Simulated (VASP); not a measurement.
# CaO (P6_3/mmc) in VASP: a series of runs

The runs below take CaO through single point, with PBE, r2SCAN.

All numbers are computed with VASP 6.6.1; they aren't measurements. Logs are shortened: lines on timing, memory, paths and dates and some standing lists are left out, and cuts for length are marked.

### 1 The cell of the first run

The structure is hexagonal, space group P6_3/mmc (No. 194). Conventional cell: a = 3.981 Å, b = 3.981 Å, c = 4.770 Å, α = 90.00°, β = 90.00°, γ = 120.00°. Within 3.0 Å of Ca (site symmetry -6m2) lie 5 O at 2.30 to 2.39 Å. Within 3.0 Å of O (site symmetry -6m2) lie 5 Ca at 2.30 to 2.39 Å.

### 2 Single point, PBE

INCAR

```
SYSTEM = CaO
PREC = Accurate
ENCUT = 520
EDIFF = 1E-6
ISMEAR = -1
SIGMA = 0.02
LREAL = .FALSE.
LASPH = .TRUE.
NELM = 100
ALGO = Normal
ISIF = 2
LWAVE = .FALSE.
LCHARG = .FALSE.
GGA = PE
NBANDS = 24
```

KPOINTS

```
regular mesh
0
G
  12 12 6
  0 0 0
```

POSCAR

```
CaO
1.0
    3.9808380011      0.0000000000      0.0000000000
   -1.9904190006      3.4475068373      0.0000000000
    0.0000000000      0.0000000000      4.7704440490
Ca O
2 2
Direct
    0.3333333333      0.6666666667     -0.0625000000
    0.6666666667      0.3333333333      0.4375000000
    0.3333333333      0.6666666667      0.4375000000
    0.6666666667      0.3333333333      0.9375000000
```

Potentials or basis: VASP PAW PBE potentials, release 64 (Ca_sv, O).

Run with:

```console
$ cat potpaw_PBE.64/Ca_sv/POTCAR potpaw_PBE.64/O/POTCAR > POTCAR
$ mpirun -np 1 vasp_std > vasp.out
```

OUTCAR:

```text
SYSTEM = CaO
   PREC = Accurate
   ENCUT = 520
   EDIFF = 1E-6
   ISMEAR = -1
   LREAL = .FALSE.
   LASPH = .TRUE.
   NELM = 100
   ISIF = 2
   GGA = PE

 ion  position               nearest neighbor table
   1  0.333  0.667  0.938-   4 2.30   4 2.30   4 2.30   3 2.39   3 2.39
   2  0.667  0.333  0.438-   3 2.30   3 2.30   3 2.30   4 2.39   4 2.39
   3  0.333  0.667  0.438-   2 2.30   2 2.30   2 2.30   1 2.39   1 2.39
   4  0.667  0.333  0.938-   1 2.30   1 2.30   1 2.30   2 2.39   2 2.39

  LATTYP: Found a hexagonal cell.
 ALAT       =     3.9808380011
 C/A-ratio  =     1.1983517158

  Lattice vectors:

 A1 = (   3.9808380011,   0.0000000000,   0.0000000000)
 A2 = (  -1.9904190006,   3.4475068373,   0.0000000000)
 A3 = (   0.0000000000,   0.0000000000,   4.7704440490)

Analysis of symmetry for initial positions (statically):
=====================================================================
 Subroutine PRICEL returns:
 Original cell was already a primitive cell.

 Routine SETGRP: Setting up the symmetry group for a
 hexagonal supercell.

 Subroutine GETGRP returns: Found 24 space group operations
 (whereof  6 operations were pure point group operations)
 out of a pool of 24 trial point group operations.

The static configuration has the point symmetry C_3v.
 The point group associated with its full space group is D_6h.

Analysis of symmetry for dynamics (positions and initial velocities):
=====================================================================
 Subroutine PRICEL returns:
 Original cell was already a primitive cell.

 Routine SETGRP: Setting up the symmetry group for a
 hexagonal supercell.

 Subroutine GETGRP returns: Found 24 space group operations
 (whereof  6 operations were pure point group operations)
 out of a pool of 24 trial point group operations.

The dynamic configuration has the point symmetry C_3v.
 The point group associated with its full space group is D_6h.

 Subroutine INISYM returns: Found 24 space group operations
 (whereof  6 operations are pure point group operations),
 and found     1 'primitive' translations

----------------------------------------------------------------------------------------

                                     Primitive cell

  volume of cell :      65.4694

  direct lattice vectors                    reciprocal lattice vectors
     3.980838001  0.000000000  0.000000000     0.251203390  0.145032345  0.000000000
    -1.990419001  3.447506837  0.000000000     0.000000000  0.290064689  0.000000000
     0.000000000  0.000000000  4.770444049     0.000000000  0.000000000  0.209624092

  length of vectors
     3.980838001  3.980838001  4.770444049     0.290064689  0.290064689  0.209624092

  position of ions in fractional coordinates (direct lattice)
     0.333333333  0.666666667  0.937500000
     0.666666667  0.333333333  0.437500000
     0.333333333  0.666666667  0.437500000
     0.666666667  0.333333333  0.937500000

  ion indices of the primitive-cell ions
   primitive index   ion index
                 1           1
                 2           2
                 3           3
                 4           4

----------------------------------------------------------------------------------------

 KPOINTS: regular mesh

Automatic generation of k-mesh.
 Grid dimensions read from file:
 generate k-points for:   12   12    6

 Generating k-lattice:

  Cartesian coordinates                     Fractional coordinates (reciprocal lattice)
     0.020933616  0.012086029  0.000000000     0.083333333  0.000000000  0.000000000
     0.000000000  0.024172057  0.000000000     0.000000000  0.083333333  0.000000000
     0.000000000  0.000000000  0.034937349     0.000000000  0.000000000  0.166666667

  Length of vectors
     0.024172057  0.024172057  0.034937349

  Shift w.r.t. Gamma in fractional coordinates (k-lattice)
     0.000000000  0.000000000  0.000000000

 Subroutine IBZKPT returns following result:
 ===========================================

 Found     76 irreducible k-points:

 Following reciprocal coordinates:
            Coordinates               Weight
  0.000000  0.000000  0.000000      1.000000
  0.083333  0.000000  0.000000      6.000000
  0.166667  0.000000  0.000000      6.000000
  0.250000  0.000000  0.000000      6.000000
  0.333333  0.000000  0.000000      6.000000
  0.416667 -0.000000  0.000000      6.000000
[... 16 lines left out ...]
  0.250000  0.000000  0.166667     12.000000
  0.333333  0.000000  0.166667     12.000000
 [... further k-points ...]
   k-points           NKPTS =     76   k-points in BZ     NKDIM =     76   number of bands    NBANDS=     24
   number of dos      NEDOS =    301   number of ions     NIONS =      4
   total plane-waves  NPLWV =  32400
   dimension x,y,z NGX =    30 NGY =   30 NGZ =   36
   dimension x,y,z NGXF=    60 NGYF=   60 NGZF=   72
   ions per type =               2   2
   NGX,Y,Z   is equivalent  to a cutoff of  12.53, 12.53, 12.55 a.u.
   NGXF,Y,Z  is equivalent  to a cutoff of  25.06, 25.06, 25.09 a.u.
 SYSTEM =  CaO
   PREC   = accura    normal or accurate (medium, high low for compatibility)
   ISTART =      0    job   : 0-new  1-cont  2-samecut
   ICHARG =      2    charge: 1-file 2-atom 10-const
   ISPIN  =      1    spin polarized calculation?
   LNONCOLLINEAR =      F non collinear calculations
   LSORBIT =      F    spin-orbit coupling
   LASPH  =      T    aspherical Exc in radial PAW
   ENCUT  =  520.0 eV  38.22 Ry    6.18 a.u.   7.40  7.40  8.87*2*pi/ulx,y,z
   NELM   =    100;   NELMIN=  2; NELMDL= -5     # of ELM steps
   EDIFF  = 0.1E-05   stopping-criterion for ELM
   LREAL  =      F    real-space projection
   EDIFFG = 0.1E-04   stopping-criterion for IOM
   NSW    =      0    number of steps for IOM
   IBRION =     -1    ionic relax: 0-MD 1-quasi-New 2-CG
   NFREE  =      0    steps in history (QN), initial steepest desc. (CG)
   ISIF   =      2    stress and relaxation
   ISYM   =      2    0-nonsym 1-usesym 2-fastsym
   POTIM  = 0.5000    time-step for ionic-motion
   TEBEG  =    0.0;   TEEND  =   0.0 temperature during run
   PSTRESS=    0.0 pullay stress
   NELECT =      32.0000    total number of electrons
   NUPDOWN=      -1.0000    fix difference up-down
   EMIN   =  10.00;   EMAX   =-10.00  energy-range for DOS
   EFERMI =   0.00;   METHOD = LEGACY
   ISMEAR =    -1;   SIGMA  =   0.02  broadening in eV -4-tet -1-fermi 0-gaus
   EFERMI_NEDOS =   21; number of points for ismear=-14 and -15
   IALGO  =     38    algorithm
   IMIX   =      4    mixing-type and parameters
     AMIX     =   0.40;   BMIX     =  1.00
     AMIX_MAG =   1.60;   BMIX_MAG =  1.00
  volume/ion in A,a.u.               =      16.37       110.45
  Fermi-wavevector in a.u.,A,eV,Ry     =   1.289571  2.436936 22.626407  1.662994
  Thomas-Fermi vector in A             =   2.421456
   LORBIT       =      0    0 simple, 1 ext, 2 COOP (PROOUT), +10 PAW based schemes
   GGA     = PE    functional components
   LHFCALC =     F    Hartree Fock is set to
   AEXX    =    0.0000 exact exchange contribution
   IVDW    =     0    specifies the selected vdW correction
   LEPSILON=     F    determine dielectric tensor
   LRPA    =     F    only Hartree local field effects (RPA)
 non-spin polarized calculation
  energy-cutoff  :      520.00
  volume of cell :       65.47
 maximum number of plane-waves:      1811
 NGX is ok and might be reduce to    30
   NGX = 15   NGY = 15   NGZ = 17

 number of electron      32.0000011 magnetization

 Free energy of the ion-electron system (eV)
  ---------------------------------------------------
  ext. energy  EPLUGINS =         0.00000000
  ---------------------------------------------------
  free energy    TOTEN  =       -25.33815098 eV

  energy without entropy =      -25.33815098  energy(sigma->0) =      -25.33815098

 E-fermi :   1.7445     XC(G=0):  -9.4333

 val. band max:        1.3882162340   @ k =   0.0000   0.0000   0.0000
 cond. band min:       4.5787516197   @ k =   0.0000   0.0000   0.0000
 fundamental gap:      3.1905353857
 Fermi energy:         1.7444547284

 k-point     1 :       0.0000    0.0000    0.0000
  band No.  band energies     occupation
      1     -36.2314      2.00000
      2     -36.0957      2.00000
      3     -17.5799      2.00000
      4     -17.3314      2.00000
      5     -17.3314      2.00000
      6     -17.1299      2.00000
[... 16 lines left out ...]
     23       9.9168      0.00000
     24       9.9910      0.00000

 k-point     2 :       0.0833    0.0000    0.0000
  band No.  band energies     occupation
      1     -36.2284      2.00000
      2     -36.0969      2.00000
      3     -17.5702      2.00000
      4     -17.3632      2.00000
      5     -17.3378      2.00000
      6     -17.1692      2.00000
[... 16 lines left out ...]
     23       9.7784      0.00000
     24       9.9406      0.00000

 k-point     3 :       0.1667    0.0000    0.0000
  band No.  band energies     occupation
      1     -36.2200      2.00000
      2     -36.1004      2.00000
      3     -17.5422      2.00000
      4     -17.4471      2.00000
      5     -17.3546      2.00000
      6     -17.2704      2.00000
[... 16 lines left out ...]
     23       9.5394      0.00000
     24       9.7975      0.00000

 k-point     4 :       0.2500    0.0000    0.0000
  band No.  band energies     occupation
      1     -36.2074      2.00000
      2     -36.1063      2.00000
      3     -17.5558      2.00000
      4     -17.4991      2.00000
      5     -17.3962      2.00000
      6     -17.3764      2.00000
[... 16 lines left out ...]
     23       9.5896      0.00000
     24       9.8280      0.00000

 k-point     5 :       0.3333    0.0000    0.0000
  band No.  band energies     occupation
      1     -36.1927      2.00000
      2     -36.1144      2.00000
      3     -17.6589      2.00000
      4     -17.5106      2.00000
      5     -17.4466      2.00000
      6     -17.3971      2.00000
[... 16 lines left out ...]
     23       9.6396      0.00000
     24       9.8116      0.00000

 k-point     6 :       0.4167   -0.0000    0.0000
  band No.  band energies     occupation
      1     -36.1790      2.00000
      2     -36.1231      2.00000
      3     -17.7314      2.00000
      4     -17.5881      2.00000
      5     -17.4117      2.00000
      6     -17.3959      2.00000
[... 16 lines left out ...]
     23       9.8019      0.00000
     24      10.0246      0.00000
[... 379 lines left out ...]
 k-point    21 :       0.0833    0.0000    0.1667
  band No.  band energies     occupation
      1     -36.2195      2.00000
      2     -36.1055      2.00000
      3     -17.6022      2.00000
      4     -17.3310      2.00000
      5     -17.3236      2.00000
      6     -17.2278      2.00000
[... 16 lines left out ...]
     23       9.8542      0.00000
     24       9.8693      0.00000

 k-point    22 :       0.1667    0.0000    0.1667
  band No.  band energies     occupation
      1     -36.2118      2.00000
      2     -36.1082      2.00000
      3     -17.6361      2.00000
      4     -17.3719      2.00000
      5     -17.3403      2.00000
      6     -17.3393      2.00000
[... 16 lines left out ...]
     23       9.7943      0.00000
     24       9.8308      0.00000

 k-point    23 :       0.2500    0.0000    0.1667
  band No.  band energies     occupation
      1     -36.2004      2.00000
      2     -36.1128      2.00000
      3     -17.7020      2.00000
      4     -17.5060      2.00000
      5     -17.3596      2.00000
      6     -17.3462      2.00000
[... 16 lines left out ...]
     23       9.9072      0.00000
     24       9.9912      0.00000

 k-point    24 :       0.3333    0.0000    0.1667
  band No.  band energies     occupation
      1     -36.1871      2.00000
      2     -36.1193      2.00000
      3     -17.7790      2.00000
      4     -17.6270      2.00000
      5     -17.3791      2.00000
      6     -17.3223      2.00000
[... 16 lines left out ...]
     23       9.8505      0.00000
     24      10.1071      0.00000

 [... further k-points ...]

------------------------ aborting loop because EDIFF is reached ----------------------------------------

  FORCE on cell =-STRESS in cart. coord.  units (eV):
  Direction    XX          YY          ZZ          XY          YZ          ZX
  --------------------------------------------------------------------------------------
  -------------------------------------------------------------------------------------
  Total        0.8647575      0.8647575      1.0697985     -0.0000000     -0.0000000      0.0000000
  in kB       21.1624748     21.1624748     26.1802711     -0.0000000     -0.0000000      0.0000000
  external PRESSURE =      22.8350735 kB  Pullay stress =       0.0000000 kB

 VOLUME and BASIS-vectors are now :
 -----------------------------------------------------------------------------
  energy-cutoff  :      520.00
  volume of cell :       65.47
      direct lattice vectors                 reciprocal lattice vectors
     3.980838001  0.000000000  0.000000000     0.251203390  0.145032345  0.000000000
    -1.990419001  3.447506837  0.000000000     0.000000000  0.290064689  0.000000000
     0.000000000  0.000000000  4.770444049     0.000000000  0.000000000  0.209624092

 POSITION                                       TOTAL-FORCE (eV/Angst)
 -----------------------------------------------------------------------------------
     -0.00000      2.29834      4.47229        -0.000000      0.000000      0.000000
      1.99042      1.14917      2.08707         0.000000      0.000000      0.000000
     -0.00000      2.29834      2.08707        -0.000000      0.000000     -0.000000
      1.99042      1.14917      4.47229         0.000000      0.000000      0.000000
 -----------------------------------------------------------------------------------
    total drift:                               -0.000000      0.000000      0.000000

  FREE ENERGIE OF THE ION-ELECTRON SYSTEM (eV)
  ---------------------------------------------------
  free  energy   TOTEN  =       -25.3381509755 eV

  energy  without entropy=      -25.3381509754  energy(sigma->0) =      -25.33815098
```

Wall time 2.1 min (1 thread of Oxide Virtual Turin-like, shared host); peak memory 0.2 GiB.

Results:

| Item | Value |
| --- | --- |
| Free energy | -25.3382 eV |
| Pressure | 2.3 GPa |
| Band gap on the k mesh | 3.19 eV, direct |

A k mesh can miss the band edges. A hybrid or GW would open this gap; PBE tends to underestimate it.

[end of part 1 of 3]
